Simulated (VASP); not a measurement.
# MnAl5 (P6/mmm) in VASP: further runs, part 2 of 2

VASP 6.6.1.

## (5) Single point, PBE

This run uses another cell than the first one: it holds 12 atoms, not 6.

Contents of INCAR:

```
SYSTEM = MnAl5
  ALGO = Fast
  EDIFF = 1E-6
  ENCUT = 520
  GGA = PE
  ISIF = 2
  ISMEAR = 0
  LASPH = .True.
  LCHARG = .True.
  LELF = .True.
  LREAL = .False.
  LVHAR = .True.
  LWAVE = .False.
  NBANDS = 40
  NELM = 80
  PREC = Accurate
  SIGMA = 0.2
```

Contents of KPOINTS:

```
k-points
0
Gamma
  6 4 4
  0 0 0
```

Contents of POSCAR:

```
MnAl5
1.0
   -4.4473788016      0.0000000000      0.0000000000
    0.0000000000      0.0000000000     -5.1587167958
    0.0000000000     -7.7030860450      0.0000000000
Mn Al
2 10
Direct
    0.5000000000      0.5000000000      0.5000000000
    0.0000000000      0.5000000000      0.0000000000
    0.5000000000      0.2567567508      0.8333333333
    0.0000000000      0.2567567508      0.3333333333
    0.5000000000      0.0000000000      0.5000000000
    0.0000000000      0.0000000000      0.0000000000
    0.5000000000      0.7432432492      0.8333333333
    0.0000000000      0.7432432492      0.3333333333
    0.0000000000      0.7432432492      0.6666666667
    0.5000000000      0.7432432492      0.1666666667
    0.0000000000      0.2567567508      0.6666666667
    0.5000000000      0.2567567508      0.1666666667
```

Potentials or basis: VASP PAW PBE potentials, release 64 (Mn_pv, Al).

Launch:

```bash
cat potpaw_PBE.64/Mn_pv/POTCAR potpaw_PBE.64/Al/POTCAR > POTCAR
mpirun -np 1 vasp_std > vasp.out
```

OUTCAR:

```text
SYSTEM = MnAl5
   EDIFF = 1E-6
   ENCUT = 520
   GGA = PE
   ISIF = 2
   ISMEAR = 0
   LASPH = .True.
   LREAL = .False.
   NELM = 80
   PREC = Accurate

 ion  position               nearest neighbor table
   1  0.500  0.500  0.500-   5 2.58   5 2.58   7 2.86  10 2.86  12 2.86   3 2.86   4 2.86  11 2.86
                             8 2.86   9 2.86   4 2.86   8 2.86   9 2.86  11 2.86
   2  0.000  0.500  0.000-   6 2.58   6 2.58   8 2.86   9 2.86  11 2.86   4 2.86  10 2.86   3 2.86
                            12 2.86   7 2.86   3 2.86   7 2.86  10 2.86  12 2.86
   3  0.500  0.257  0.833-   7 2.51  11 2.57  11 2.57  12 2.57   7 2.65   1 2.86   2 2.86   2 2.86
                             5 2.89   6 2.89   6 2.89
   4  0.000  0.257  0.333-   8 2.51  12 2.57  12 2.57  11 2.57   8 2.65   2 2.86   1 2.86   1 2.86
                             6 2.89   5 2.89   5 2.89
   5  0.500  0.000  0.500-   1 2.58   1 2.58   7 2.89  10 2.89  12 2.89   3 2.89   4 2.89  11 2.89
                             8 2.89   9 2.89   4 2.89   8 2.89   9 2.89  11 2.89
   6  0.000  0.000  0.000-   2 2.58   2 2.58   8 2.89   9 2.89  11 2.89   4 2.89  10 2.89   3 2.89
                            12 2.89   7 2.89   3 2.89   7 2.89  10 2.89  12 2.89
   7  0.500  0.743  0.833-   3 2.51   9 2.57   9 2.57  10 2.57   3 2.65   1 2.86   2 2.86   2 2.86
                             5 2.89   6 2.89   6 2.89
   8  0.000  0.743  0.333-   4 2.51  10 2.57  10 2.57   9 2.57   4 2.65   2 2.86   1 2.86   1 2.86
                             6 2.89   5 2.89   5 2.89
   9  0.000  0.743  0.667-  11 2.51   7 2.57   7 2.57   8 2.57  11 2.65   2 2.86   1 2.86   1 2.86
                             6 2.89   5 2.89   5 2.89
  10  0.500  0.743  0.167-  12 2.51   8 2.57   8 2.57   7 2.57  12 2.65   1 2.86   2 2.86   2 2.86
                             5 2.89   6 2.89   6 2.89
  11  0.000  0.257  0.667-   9 2.51   3 2.57   3 2.57   4 2.57   9 2.65   2 2.86   1 2.86   1 2.86
                             6 2.89   5 2.89   5 2.89
  12  0.500  0.257  0.167-  10 2.51   4 2.57   4 2.57   3 2.57  10 2.65   1 2.86   2 2.86   2 2.86
                             5 2.89   6 2.89   6 2.89

  LATTYP: Found a simple orthorhombic cell.
 ALAT       =     4.4473788016
 B/A-ratio  =     1.1599454479
 C/A-ratio  =     1.7320508076

  Lattice vectors:

 A1 = (  -4.4473788016,   0.0000000000,   0.0000000000)
 A2 = (   0.0000000000,   0.0000000000,  -5.1587167958)
 A3 = (   0.0000000000,  -7.7030860450,   0.0000000000)

Analysis of symmetry for initial positions (statically):
=====================================================================
 Subroutine PRICEL returns following result:

  LATTYP: Found a hexagonal cell.
 ALAT       =     4.4473788017
 C/A-ratio  =     1.1599454478

  Lattice vectors:

 A1 = (  -2.2236894008,  -3.8515430225,   0.0000000000)
 A2 = (  -2.2236894008,   3.8515430225,   0.0000000000)
 A3 = (   0.0000000000,   0.0000000000,  -5.1587167958)

   2 primitive cells build up your supercell.

 Routine SETGRP: Setting up the symmetry group for a
 simple orthorhombic supercell.

 Subroutine GETGRP returns: Found  8 space group operations
 (whereof  8 operations were pure point group operations)
 out of a pool of  8 trial point group operations.

The static configuration has the point symmetry D_2h.

Analysis of symmetry for dynamics (positions and initial velocities):
=====================================================================
 Subroutine PRICEL returns following result:

  LATTYP: Found a hexagonal cell.
[... 109 lines left out ...]
   number of dos      NEDOS =    301   number of ions     NIONS =     12
   total plane-waves  NPLWV =  86400
   dimension x,y,z NGX =    36 NGY =   40 NGZ =   60
   dimension x,y,z NGXF=    72 NGYF=   80 NGZF=  120
   ions per type =               2  10
   NGX,Y,Z   is equivalent  to a cutoff of  13.46, 12.89, 12.95 a.u.
   NGXF,Y,Z  is equivalent  to a cutoff of  26.91, 25.78, 25.90 a.u.
 SYSTEM =  MnAl5
   PREC   = accura    normal or accurate (medium, high low for compatibility)
   ISTART =      0    job   : 0-new  1-cont  2-samecut
   ICHARG =      2    charge: 1-file 2-atom 10-const
   ISPIN  =      1    spin polarized calculation?
   LNONCOLLINEAR =      F non collinear calculations
   LSORBIT =      F    spin-orbit coupling
   LASPH  =      T    aspherical Exc in radial PAW
   ENCUT  =  520.0 eV  38.22 Ry    6.18 a.u.   8.27  9.59 14.32*2*pi/ulx,y,z
   NELM   =     80;   NELMIN=  2; NELMDL= -5     # of ELM steps
   EDIFF  = 0.1E-05   stopping-criterion for ELM
   LREAL  =      F    real-space projection
   EDIFFG = 0.1E-04   stopping-criterion for IOM
   NSW    =      0    number of steps for IOM
   IBRION =     -1    ionic relax: 0-MD 1-quasi-New 2-CG
   NFREE  =      0    steps in history (QN), initial steepest desc. (CG)
   ISIF   =      2    stress and relaxation
   ISYM   =      2    0-nonsym 1-usesym 2-fastsym
   POTIM  = 0.5000    time-step for ionic-motion
   TEBEG  =    0.0;   TEEND  =   0.0 temperature during run
   PSTRESS=    0.0 pullay stress
   NELECT =      56.0000    total number of electrons
   NUPDOWN=      -1.0000    fix difference up-down
   EMIN   =  10.00;   EMAX   =-10.00  energy-range for DOS
   EFERMI =   0.00;   METHOD = LEGACY
   ISMEAR =     0;   SIGMA  =   0.20  broadening in eV -4-tet -1-fermi 0-gaus
   EFERMI_NEDOS =   21; number of points for ismear=-14 and -15
   IALGO  =     68    algorithm
   IMIX   =      4    mixing-type and parameters
     AMIX     =   0.40;   BMIX     =  1.00
     AMIX_MAG =   1.60;   BMIX_MAG =  1.00
  volume/ion in A,a.u.               =      14.73        99.39
  Fermi-wavevector in a.u.,A,eV,Ry     =   1.116094  2.109111 16.948303  1.245665
  Thomas-Fermi vector in A             =   2.252704
   LORBIT       =      0    0 simple, 1 ext, 2 COOP (PROOUT), +10 PAW based schemes
   GGA     = PE    functional components
   LHFCALC =     F    Hartree Fock is set to
   AEXX    =    0.0000 exact exchange contribution
   IVDW    =     0    specifies the selected vdW correction
   LEPSILON=     F    determine dielectric tensor
   LRPA    =     F    only Hartree local field effects (RPA)
 non-spin polarized calculation
 RMM-DIIS sequential band-by-band and
 Gauss-broadening in eV      SIGMA  =   0.20
  energy-cutoff  :      520.00
  volume of cell :      176.73
 maximum number of plane-waves:      4788
 NGX is ok and might be reduce to    36

 number of electron      55.9999981 magnetization

 Free energy of the ion-electron system (eV)
  ---------------------------------------------------
  ext. energy  EPLUGINS =         0.00000000
  ---------------------------------------------------
  free energy    TOTEN  =       -55.04334226 eV

  energy without entropy =      -54.99497899  energy(sigma->0) =      -55.01916062

 E-fermi :   8.7217     XC(G=0): -10.8689

 val. band max:        8.7058927071   @ k =   0.0000   0.5000   0.2500
 cond. band min:       8.7320823479   @ k =   0.1667   0.5000   0.0000
 fundamental gap:      0.0261896408
 Fermi energy:         8.7216606622

 k-point     1 :       0.0000    0.0000    0.0000
  band No.  band energies     occupation
      1     -38.9113      2.00000
      2     -38.9112      2.00000
      3     -38.7399      2.00000
      4     -38.7393      2.00000
      5     -38.7347      2.00000
      6     -38.7345      2.00000
[... 1021 lines left out ...]
     39      12.8832      0.00000
     40      12.8838      0.00000

 [... further k-points ...]
[... 5 lines left out ...]
  --------------------------------------------------------------------------------------
  -------------------------------------------------------------------------------------
  Total       -0.0606594      0.0253037     -0.0202733      0.0000000      0.0000000     -0.0000000
  in kB       -0.5499179      0.2293951     -0.1837907      0.0000000      0.0000000     -0.0000000
  external PRESSURE =      -0.1681045 kB  Pullay stress =       0.0000000 kB

 VOLUME and BASIS-vectors are now :
 -----------------------------------------------------------------------------
  energy-cutoff  :      520.00
  volume of cell :      176.73
      direct lattice vectors                 reciprocal lattice vectors
    -4.447378802  0.000000000  0.000000000    -0.224851546  0.000000000  0.000000000
     0.000000000  0.000000000 -5.158716796     0.000000000  0.000000000 -0.193846656
     0.000000000 -7.703086045  0.000000000     0.000000000 -0.129818101  0.000000000

 POSITION                                       TOTAL-FORCE (eV/Angst)
 -----------------------------------------------------------------------------------
     -2.22369     -3.85154     -2.57936         0.000000      0.000000     -0.000000
      0.00000      0.00000     -2.57936        -0.000000      0.000000     -0.000000
     -2.22369     -6.41924     -1.32454        -0.000000     -0.005373      0.007096
      0.00000     -2.56770     -1.32454        -0.000000     -0.005373      0.007096
     -2.22369     -3.85154      0.00000        -0.000000      0.000000     -0.000000
      0.00000      0.00000      0.00000        -0.000000      0.000000     -0.000000
     -2.22369     -6.41924     -3.83418        -0.000000     -0.005373     -0.007096
      0.00000     -2.56770     -3.83418        -0.000000     -0.005373     -0.007096
      0.00000     -5.13539     -3.83418        -0.000000      0.005373     -0.007096
     -2.22369     -1.28385     -3.83418        -0.000000      0.005373     -0.007096
      0.00000     -5.13539     -1.32454        -0.000000      0.005373      0.007096
     -2.22369     -1.28385     -1.32454        -0.000000      0.005373      0.007096
 -----------------------------------------------------------------------------------
    total drift:                               -0.000000     -0.000000      0.000000

  FREE ENERGIE OF THE ION-ELECTRON SYSTEM (eV)
  ---------------------------------------------------
  free  energy   TOTEN  =       -55.0433422555 eV

  energy  without entropy=      -54.9949789887  energy(sigma->0) =      -55.01916062
```

Run time: 2.4 min. Hardware: 1 thread of Intel Xeon 6975P-C (Granite Rapids), shared host; peak memory 0.38 GiB.

Results:

```
Free energy            : -55.0433 eV
Pressure               : 0.0 GPa
Largest force          : 0.009 eV/Å
Band gap on the k mesh : zero (band 28 reaches 8.81 eV, above the bottom of band 29 at 8.43 eV)
```

Forces on the atoms (eV/Å):
```
Mn   0.000  0.000  0.000
Mn   0.000  0.000  0.000
Al   0.000 -0.005  0.007
Al   0.000 -0.005  0.007
Al   0.000  0.000  0.000
Al   0.000  0.000  0.000
Al   0.000 -0.005 -0.007
Al   0.000 -0.005 -0.007
Al   0.000  0.005 -0.007
Al   0.000  0.005 -0.007
Al   0.000  0.005  0.007
Al   0.000  0.005  0.007
```

Levels at points of the mesh, in eV from the Fermi level:
```csv
k point,band 24,band 25,band 26,band 27,band 28,band 29,band 30,band 31,band 32,band 33
"(0.00, 0.00, 0.00)",-1.25,-1.15,-1.15,-0.71,-0.53,0.52,0.52,0.89,1.01,1.64
"(0.50, 0.00, 0.00)",-1.60,-0.69,-0.69,-0.34,-0.34,0.84,0.84,0.84,0.84,1.10
"(0.00, 0.50, 0.00)",-0.77,-0.59,-0.50,-0.13,0.09,0.28,0.62,0.66,0.66,1.35
"(0.50, 0.50, 0.00)",-0.59,-0.57,-0.57,-0.45,-0.45,1.39,1.39,2.03,2.03,2.46
"(0.00, 0.00, 0.50)",-0.95,-0.92,-0.92,-0.36,-0.36,0.99,0.99,1.12,1.12,1.99
"(0.50, 0.00, 0.50)",-1.73,-0.71,-0.71,-0.53,-0.53,0.90,0.90,1.00,1.00,1.64
"(0.00, 0.50, 0.50)",-0.64,-0.34,-0.34,-0.14,-0.14,0.04,0.04,1.20,1.20,2.08
"(0.50, 0.50, 0.50)",-0.77,-0.59,-0.59,-0.50,-0.50,0.27,0.27,1.64,1.64,2.31
```

## (6) Overview

```tsv
spin	cell	k mesh	smearing	further INCAR settings	gap on the mesh (eV)	pressure (GPa)	largest force (eV/Å)
off	a = 4.447, b = 4.447, c = 5.159 Å, angles 90.0, 90.0, 120.0°, 6 atoms	12 × 12 × 8	gaussian 0.1 eV	ALGO = Fast; EDIFF = 1e-06; NBANDS = 23	none	0.0	0.01
collinear, ferromagnetic start	a = 4.313, b = 4.313, c = 5.855 Å, angles 90.0, 90.0, 120.0°, 6 atoms	6 × 6 × 4	gaussian 0.1 eV	ALGO = Fast; EDIFF = 1e-06; NBANDS = 27	none	10.7	2.56
off	a = 4.447, b = 5.159, c = 7.703 Å, 12 atoms	6 × 4 × 4	gaussian 0.2 eV	ALGO = Fast; EDIFF = 1e-06; NBANDS = 40	none	0.0	0.01
```

Alike in all rows: task single point; level PBE; potentials or basis VASP PAW PBE potentials, release 64 (Mn_pv, Al); cutoff (eV) 520.

Caveats: forces of over 1 eV/Å act on the atoms, so gaps and moduli don't describe the material at rest (some runs).

Total energies depend on the potentials used, so only differences within one code and one set of settings carry meaning.
